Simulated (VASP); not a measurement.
# Ga2O3 (R-3c) in VASP: further runs

Runs on Ga2O3. Level: PBE. Tasks: single point.

Program: VASP 6.6.1. These are calculated values, not measurements. Logs are shortened: lines on timing, memory, paths and dates and some standing lists are left out, and cuts for length are marked.

### 1 The cell of the first run

Symmetry: R-3c, No. 167, trigonal system. Conventional cell: a = 4.982 Å, b = 4.982 Å, c = 13.433 Å, α = 90.00°, β = 90.00°, γ = 120.00°. Within 2.5 Å of Ga (site symmetry 3) lie 6 O at 1.92 to 2.08 Å. O (site symmetry 2) has 4 Ga at 1.92 to 2.08 Å within 2.5 Å.

### 2 Single point, PBE

INCAR

```
PREC = Accurate
ENCUT = 600
EDIFF = 1E-6
ISMEAR = 0
SIGMA = 0.1
LREAL = False
LASPH = True
NELM = 120
ALGO = Normal
ISIF = 2
LWAVE = False
LCHARG = False
GGA = PE
NBANDS = 55
GGA_COMPAT = False
```

KPOINTS

```
Automatic mesh
0
Gamma
  6 6 6
```

POSCAR

```
Ga2O3
1.0
    2.4912500000      1.4383240000      4.4776700000
   -2.4912500000      1.4383240000      4.4776700000
    0.0000000000     -2.8766470000      4.4776700000
Ga O
4 6
Direct
    0.3554000000      0.3554000000      0.3554000000
    0.1446000000      0.1446000000      0.1446000000
    0.6446000000      0.6446000000      0.6446000000
    0.8554000000      0.8554000000      0.8554000000
    0.5549000000      0.9451000000      0.2500000000
    0.2500000000      0.5549000000      0.9451000000
    0.9451000000      0.2500000000      0.5549000000
    0.4451000000      0.0549000000      0.7500000000
    0.7500000000      0.4451000000      0.0549000000
    0.0549000000      0.7500000000      0.4451000000
```

Potentials or basis: VASP PAW PBE potentials, release 64 (Ga_d, O).

On the command line:

```
$ cat potpaw_PBE.64/Ga_d/POTCAR potpaw_PBE.64/O/POTCAR > POTCAR
$ mpirun -np 1 vasp_std > vasp.out
```

OUTCAR:

```text
PREC = Accurate
   ENCUT = 600
   EDIFF = 1E-6
   ISMEAR = 0
   LREAL = False
   LASPH = True
   NELM = 120
   ISIF = 2
   GGA = PE

 ion  position               nearest neighbor table
   1  0.355  0.355  0.355-   8 1.92   9 1.92  10 1.92   6 2.08   7 2.08   5 2.08   2 2.83
   2  0.145  0.145  0.145-   8 1.92  10 1.92   9 1.92   7 2.08   6 2.08   5 2.08   1 2.83
   3  0.645  0.645  0.645-   5 1.92   6 1.92   7 1.92   9 2.08  10 2.08   8 2.08   4 2.83
   4  0.855  0.855  0.855-   5 1.92   7 1.92   6 1.92  10 2.08   9 2.08   8 2.08   3 2.83
   5  0.555  0.945  0.250-   3 1.92   4 1.92   1 2.08   2 2.08
   6  0.250  0.555  0.945-   3 1.92   4 1.92   1 2.08   2 2.08
   7  0.945  0.250  0.555-   4 1.92   3 1.92   2 2.08   1 2.08
   8  0.445  0.055  0.750-   1 1.92   2 1.92   3 2.08   4 2.08
   9  0.750  0.445  0.055-   1 1.92   2 1.92   3 2.08   4 2.08
  10  0.055  0.750  0.445-   2 1.92   1 1.92   4 2.08   3 2.08

  LATTYP: Found a trigonal (rhomboedric) cell.
 ALAT       =     5.3220889809
 COS(alpha) =     0.5617717642

  Lattice vectors:

 A1 = (   2.4912500000,   1.4383240000,   4.4776700000)
 A2 = (  -2.4912500000,   1.4383240000,   4.4776700000)
 A3 = (   0.0000000000,  -2.8766470000,   4.4776700000)

Analysis of symmetry for initial positions (statically):
=====================================================================
 Subroutine PRICEL returns:
 Original cell was already a primitive cell.

 Routine SETGRP: Setting up the symmetry group for a
 trigonal (rhombohedral) supercell.

 Subroutine GETGRP returns: Found 12 space group operations
 (whereof  6 operations were pure point group operations)
 out of a pool of 12 trial point group operations.

The static configuration has the point symmetry S_6 .
 The point group associated with its full space group is D_3d.

Analysis of symmetry for dynamics (positions and initial velocities):
=====================================================================
 Subroutine PRICEL returns:
 Original cell was already a primitive cell.

 Routine SETGRP: Setting up the symmetry group for a
 trigonal (rhombohedral) supercell.

 Subroutine GETGRP returns: Found 12 space group operations
 (whereof  6 operations were pure point group operations)
 out of a pool of 12 trial point group operations.

The dynamic configuration has the point symmetry S_6 .
 The point group associated with its full space group is D_3d.

 Subroutine INISYM returns: Found 12 space group operations
 (whereof  6 operations are pure point group operations),
 and found     1 'primitive' translations

----------------------------------------------------------------------------------------

                                     Primitive cell

  volume of cell :      96.2670

  direct lattice vectors                    reciprocal lattice vectors
     2.491250000  1.438324000  4.477670000     0.200702459  0.115875634  0.074443471
    -2.491250000  1.438324000  4.477670000    -0.200702459  0.115875634  0.074443471
     0.000000000 -2.876647000  4.477670000     0.000000000 -0.231751268  0.074443496

  length of vectors
     5.322088981  5.322088981  5.322088555     0.243414194  0.243414194  0.243414224

  position of ions in fractional coordinates (direct lattice)
     0.355400000  0.355400000  0.355400000
     0.144600000  0.144600000  0.144600000
     0.644600000  0.644600000  0.644600000
     0.855400000  0.855400000  0.855400000
     0.554900000  0.945100000  0.250000000
     0.250000000  0.554900000  0.945100000
     0.945100000  0.250000000  0.554900000
     0.445100000  0.054900000  0.750000000
     0.750000000  0.445100000  0.054900000
     0.054900000  0.750000000  0.445100000

  ion indices of the primitive-cell ions
   primitive index   ion index
                 1           1
                 2           2
                 3           3
                 4           4
                 5           5
                 6           6
                 7           7
                 8           8
                 9           9
                10          10

----------------------------------------------------------------------------------------

 KPOINTS: Automatic mesh

Automatic generation of k-mesh.
 Grid dimensions read from file:
 generate k-points for:    6    6    6

 Generating k-lattice:

  Cartesian coordinates                     Fractional coordinates (reciprocal lattice)
     0.033450410  0.019312606  0.012407245     0.166666667  0.000000000 -0.000000000
    -0.033450410  0.019312606  0.012407245     0.000000000  0.166666667 -0.000000000
     0.000000000 -0.038625211  0.012407249     0.000000000  0.000000000  0.166666667

  Length of vectors
     0.040569032  0.040569032  0.040569037

  Shift w.r.t. Gamma in fractional coordinates (k-lattice)
     0.000000000  0.000000000  0.000000000

 Subroutine IBZKPT returns following result:
 ===========================================

 Found     32 irreducible k-points:

 Following reciprocal coordinates:
            Coordinates               Weight
  0.000000  0.000000  0.000000      1.000000
  0.166667  0.000000  0.000000      6.000000
  0.333333  0.000000  0.000000      6.000000
  0.500000  0.000000  0.000000      3.000000
  0.166667  0.166667  0.000000      6.000000
  0.333333  0.166667 -0.000000     12.000000
[... 16 lines left out ...]
  0.500000  0.500000  0.166667      6.000000
 -0.333333  0.500000  0.166667     12.000000
 [... further k-points ...]
   k-points           NKPTS =     32   k-points in BZ     NKDIM =     32   number of bands    NBANDS=     55
   number of dos      NEDOS =    301   number of ions     NIONS =     10
   total plane-waves  NPLWV = 110592
   dimension x,y,z NGX =    48 NGY =   48 NGZ =   48
   dimension x,y,z NGXF=    96 NGYF=   96 NGZF=   96
   ions per type =               4   6
   NGX,Y,Z   is equivalent  to a cutoff of  14.99, 14.99, 14.99 a.u.
   NGXF,Y,Z  is equivalent  to a cutoff of  29.99, 29.99, 29.99 a.u.
 SYSTEM =  unknown system
   PREC   = accura    normal or accurate (medium, high low for compatibility)
   ISTART =      0    job   : 0-new  1-cont  2-samecut
   ICHARG =      2    charge: 1-file 2-atom 10-const
   ISPIN  =      1    spin polarized calculation?
   LNONCOLLINEAR =      F non collinear calculations
   LSORBIT =      F    spin-orbit coupling
   LASPH  =      T    aspherical Exc in radial PAW
   ENCUT  =  600.0 eV  44.10 Ry    6.64 a.u.  10.63 10.63 10.63*2*pi/ulx,y,z
   NELM   =    120;   NELMIN=  2; NELMDL= -5     # of ELM steps
   EDIFF  = 0.1E-05   stopping-criterion for ELM
   LREAL  =      F    real-space projection
   EDIFFG = 0.1E-04   stopping-criterion for IOM
   NSW    =      0    number of steps for IOM
   IBRION =     -1    ionic relax: 0-MD 1-quasi-New 2-CG
   NFREE  =      0    steps in history (QN), initial steepest desc. (CG)
   ISIF   =      2    stress and relaxation
   ISYM   =      2    0-nonsym 1-usesym 2-fastsym
   POTIM  = 0.5000    time-step for ionic-motion
   TEBEG  =    0.0;   TEEND  =   0.0 temperature during run
   PSTRESS=    0.0 pullay stress
   NELECT =      88.0000    total number of electrons
   NUPDOWN=      -1.0000    fix difference up-down
   EMIN   =  10.00;   EMAX   =-10.00  energy-range for DOS
   EFERMI =   0.00;   METHOD = LEGACY
   ISMEAR =     0;   SIGMA  =   0.10  broadening in eV -4-tet -1-fermi 0-gaus
   EFERMI_NEDOS =   21; number of points for ismear=-14 and -15
   IALGO  =     38    algorithm
   IMIX   =      4    mixing-type and parameters
     AMIX     =   0.40;   BMIX     =  1.00
     AMIX_MAG =   1.60;   BMIX_MAG =  1.00
  volume/ion in A,a.u.               =       9.63        64.96
  Fermi-wavevector in a.u.,A,eV,Ry     =   1.588827  3.002448 34.346159  2.524371
  Thomas-Fermi vector in A             =   2.687771
   LORBIT       =      0    0 simple, 1 ext, 2 COOP (PROOUT), +10 PAW based schemes
   GGA     = PE    functional components
   LHFCALC =     F    Hartree Fock is set to
   AEXX    =    0.0000 exact exchange contribution
   IVDW    =     0    specifies the selected vdW correction
   LEPSILON=     F    determine dielectric tensor
   LRPA    =     F    only Hartree local field effects (RPA)
 non-spin polarized calculation
 Gauss-broadening in eV      SIGMA  =   0.10
  energy-cutoff  :      600.00
  volume of cell :       96.27
 maximum number of plane-waves:      3233
 NGX is ok and might be reduce to    48
   NGX = 21   NGY = 21   NGZ = 21

 number of electron      88.0000004 magnetization

 Free energy of the ion-electron system (eV)
  ---------------------------------------------------
  ext. energy  EPLUGINS =         0.00000000
  ---------------------------------------------------
  free energy    TOTEN  =       -59.24579289 eV

  energy without entropy =      -59.24579289  energy(sigma->0) =      -59.24579289

 E-fermi :   5.0065     XC(G=0): -12.2095

 val. band max:        4.5649000737   @ k =  -0.1667   0.1667   0.0000
 cond. band min:       7.4278924667   @ k =   0.0000   0.0000   0.0000
 fundamental gap:      2.8629923930
 Fermi energy:         5.0064785012

 k-point     1 :       0.0000    0.0000    0.0000
  band No.  band energies     occupation
      1     -14.4578      2.00000
      2     -12.4493      2.00000
      3     -12.4493      2.00000
      4     -12.4103      2.00000
      5     -12.3934      2.00000
      6     -12.3934      2.00000
[... 47 lines left out ...]
     54      15.8157      0.00000
     55      16.9859      0.00000

 k-point     2 :       0.1667    0.0000    0.0000
  band No.  band energies     occupation
      1     -14.3310      2.00000
      2     -12.5715      2.00000
      3     -12.4601      2.00000
      4     -12.4561      2.00000
      5     -12.4052      2.00000
      6     -12.3842      2.00000
[... 47 lines left out ...]
     54      16.4242      0.00000
     55      16.7904      0.00000
[... 1216 lines left out ...]
     54      16.8574      0.00000
     55      16.9421      0.00000

 k-point    24 :      -0.3333    0.5000    0.1667
  band No.  band energies     occupation
      1     -13.4097      2.00000
      2     -13.0959      2.00000
      3     -12.8080      2.00000
      4     -12.6772      2.00000
      5     -12.4381      2.00000
      6     -12.3968      2.00000
[... 47 lines left out ...]
     54      16.6946      0.00000
     55      16.9628      0.00000

 [... further k-points ...]

------------------------ aborting loop because EDIFF is reached ----------------------------------------

  FORCE on cell =-STRESS in cart. coord.  units (eV):
  Direction    XX          YY          ZZ          XY          YZ          ZX
  --------------------------------------------------------------------------------------
  -------------------------------------------------------------------------------------
  Total        6.5868858      6.5868840      5.8206668     -0.0000000      0.0000004      0.0000000
  in kB      109.6259685    109.6259393     96.8737356     -0.0000000      0.0000072      0.0000000
  external PRESSURE =     105.3752145 kB  Pullay stress =       0.0000000 kB

 VOLUME and BASIS-vectors are now :
 -----------------------------------------------------------------------------
  energy-cutoff  :      600.00
  volume of cell :       96.27
      direct lattice vectors                 reciprocal lattice vectors
     2.491250000  1.438324000  4.477670000     0.200702459  0.115875634  0.074443471
    -2.491250000  1.438324000  4.477670000    -0.200702459  0.115875634  0.074443471
     0.000000000 -2.876647000  4.477670000     0.000000000 -0.231751268  0.074443496

 POSITION                                       TOTAL-FORCE (eV/Angst)
 -----------------------------------------------------------------------------------
      0.00000      0.00000      4.77409         0.000000      0.000000      0.039687
      0.00000      0.00000      1.94241         0.000000     -0.000000     -0.039687
      0.00000      0.00000      8.65892         0.000000     -0.000000     -0.039687
      0.00000      0.00000     11.49060         0.000000      0.000000      0.039687
     -0.97209      1.43832      7.83592        -0.133831     -0.000000      0.000000
     -0.75958     -1.56101      7.83592         0.066916     -0.115901      0.000000
      1.73167      0.12269      7.83592         0.066916      0.115901      0.000000
      0.97209     -1.43832      5.59709         0.133831     -0.000000     -0.000000
      0.75958      1.56101      5.59709        -0.066916      0.115901      0.000000
     -1.73167     -0.12269      5.59709        -0.066916     -0.115901      0.000000
 -----------------------------------------------------------------------------------
    total drift:                                0.000000      0.000000     -0.000000

  FREE ENERGIE OF THE ION-ELECTRON SYSTEM (eV)
  ---------------------------------------------------
  free  energy   TOTEN  =       -59.2457928925 eV

  energy  without entropy=      -59.2457928924  energy(sigma->0) =      -59.24579289
```

Run time: 6.9 min. Hardware: 1 thread of Oxide Virtual Turin-like, shared host; peak memory 0.36 GiB.

What came out:

```yaml
Free_energy: -59.2458 eV
Pressure: 10.5 GPa
Largest_force: 0.134 eV/Å
Band_gap_on_the_k_mesh: 2.86 eV (least direct gap 3.12 eV)
```

Forces on the atoms (eV/Å):
```
Ga   0.000  0.000  0.040
Ga   0.000  0.000 -0.040
Ga   0.000  0.000 -0.040
Ga   0.000  0.000  0.040
O   -0.134  0.000  0.000
O    0.067 -0.116  0.000
O    0.067  0.116  0.000
O    0.134  0.000  0.000
O   -0.067  0.116  0.000
O   -0.067 -0.116  0.000
```

Levels at points of the mesh, in eV from the valence-band top:
```
           k point  band 40  band 41  band 42  band 43  band 44  band 45  band 46  band 47  band 48  band 49
(0.00, 0.00, 0.00)    -0.31    -0.31    -0.31    -0.26    -0.26     2.86     6.72     6.93     9.01    10.18
(0.50, 0.00, 0.00)    -1.21    -0.99    -0.99    -0.15    -0.15     6.43     6.43     6.80     6.80     9.95
(0.50, 0.50, 0.00)    -1.04    -0.86    -0.70    -0.25    -0.15     6.61     6.78     7.67     7.76     8.77
(0.50, 0.50, 0.50)    -1.48    -0.30    -0.30    -0.30    -0.30     5.92     5.92     7.88     7.88     9.57
```

Caveat: the cell stands under pressure. A k mesh can miss the band edges.

### 3 Single point, PBE

This run uses another cell than the first one, of 10.06 Å³/atom.

INCAR

```
SYSTEM = Ga2O3
  ALGO = Normal
  EDIFF = 1E-6
  ENCUT = 600
  GGA = PE
  GGA_COMPAT = .False.
  ISIF = 2
  ISMEAR = 0
  LASPH = .True.
  LCHARG = .False.
  LREAL = .False.
  LWAVE = .False.
  NBANDS = 55
  NELM = 120
  PREC = Accurate
  SIGMA = 0.1
```

KPOINTS

```
k-points
0
Gamma
  6 6 6
  0 0 0
```

POSCAR

```
Ga2O3
1.0
    2.5286557273      1.4599202339      4.5416940459
   -2.5286557273      1.4599202339      4.5416940459
    0.0000000000     -2.9198399607      4.5416942089
Ga O
4 6
Direct
    0.3557656963      0.3557656963      0.3557656963
    0.1442343037      0.1442343037      0.1442343037
    0.6442343037      0.6442343037      0.6442343037
    0.8557656963      0.8557656963      0.8557656963
    0.5531629554      0.9468370446      0.2500000000
    0.2500000000      0.5531629554      0.9468370446
    0.9468370446      0.2500000000      0.5531629554
    0.4468370446      0.0531629554      0.7500000000
    0.7500000000      0.4468370446      0.0531629554
    0.0531629554      0.7500000000      0.4468370446
```

Potentials or basis: VASP PAW PBE potentials, release 64 (Ga_d, O).

On the command line:

```
$ cat potpaw_PBE.64/Ga_d/POTCAR potpaw_PBE.64/O/POTCAR > POTCAR
$ mpirun -np 1 vasp_std > vasp.out
```

Wall time 7.2 min (1 thread of Oxide Virtual Turin-like, shared host); peak memory 0.37 GiB.

The run converged. Its results:

```
Free energy            : -59.4082 eV
Pressure               : 0.7 GPa
Largest force          : 0.021 eV/Å
Band gap on the k mesh : 2.39 eV (least direct gap 2.63 eV)
```

Forces on the atoms (eV/Å):
```
Ga   0.000  0.000  0.021
Ga   0.000  0.000 -0.021
Ga   0.000  0.000 -0.021
Ga   0.000  0.000  0.021
O   -0.001  0.000  0.000
O    0.000 -0.001  0.000
O    0.000  0.001  0.000
O    0.001  0.000  0.000
O    0.000  0.001  0.000
O    0.000 -0.001  0.000
```

Stress tensor (GPa, compression positive):
```
0.75 0.00 0.00
0.00 0.75 0.00
0.00 0.00 0.62
```

Levels at points of the mesh, in eV from the valence-band top:
```
           k point  band 40  band 41  band 42  band 43  band 44  band 45  band 46  band 47  band 48  band 49
(0.00, 0.00, 0.00)    -0.32    -0.32    -0.31    -0.23    -0.23     2.39     6.30     6.56     8.51     9.84
(0.50, 0.00, 0.00)    -1.17    -0.93    -0.93    -0.15    -0.15     6.01     6.01     6.37     6.37     9.64
(0.50, 0.50, 0.00)    -0.97    -0.82    -0.69    -0.25    -0.15     6.12     6.34     7.23     7.27     8.47
(0.50, 0.50, 0.50)    -1.42    -0.29    -0.29    -0.29    -0.29     5.47     5.47     7.48     7.48     9.19
```
